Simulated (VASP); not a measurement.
Input of a VASP 6.6.1 run:

The input INCAR:

```
SYSTEM = Ru
PREC     = Accurate       ! precision mode
ENCUT    = 520            ! plane-wave cutoff, eV
EDIFF    = 1E-7           ! SCF threshold, eV
ISMEAR   = -1             ! smearing method
SIGMA    = 0.03           ! smearing width, eV
LREAL    = .FALSE.        ! projectors in reciprocal space
LASPH    = .TRUE.         ! aspherical terms in the spheres
NELM     = 100            ! most SCF steps
ALGO     = Normal         ! electronic algorithm
ISIF     = 2              ! what is computed and relaxed
LWAVE    = .FALSE.        ! write WAVECAR
LCHARG   = .FALSE.        ! write CHGCAR
GGA      = PE             ! functional
NBANDS   = 21             ! bands
```

Contents of KPOINTS:

```
regular mesh
0
G
  14 14 8
  0 0 0
```

File POSCAR:

```
Ru
1.0
    2.7588676960      0.0000000000      0.0000000000
   -1.3794338480      2.3892495105      0.0000000000
    0.0000000000      0.0000000000      4.3658801443
Ru
2
Direct
    0.3333333333      0.6666666667      0.2500000000
    0.6666666667      0.3333333333      0.7500000000
```

Potentials or basis: VASP PAW PBE potentials, release 64 (Ru_pv).

Run with:

```console
$ cat potpaw_PBE.64/Ru_pv/POTCAR > POTCAR
$ mpirun -np 1 vasp_std > vasp.out
```

Task: What does it give for the pressure?

Result: -12.5 GPa.

Task: Predict the band gap on the k mesh.

Result: Zero (bands 14 and 15 overlap by 2.85 eV).

Stress tensor (GPa, compression positive):
```
-11.69   0.00   0.00
  0.00 -11.69   0.00
  0.00   0.00 -14.11
```

Caveat: the cell stands under tension.
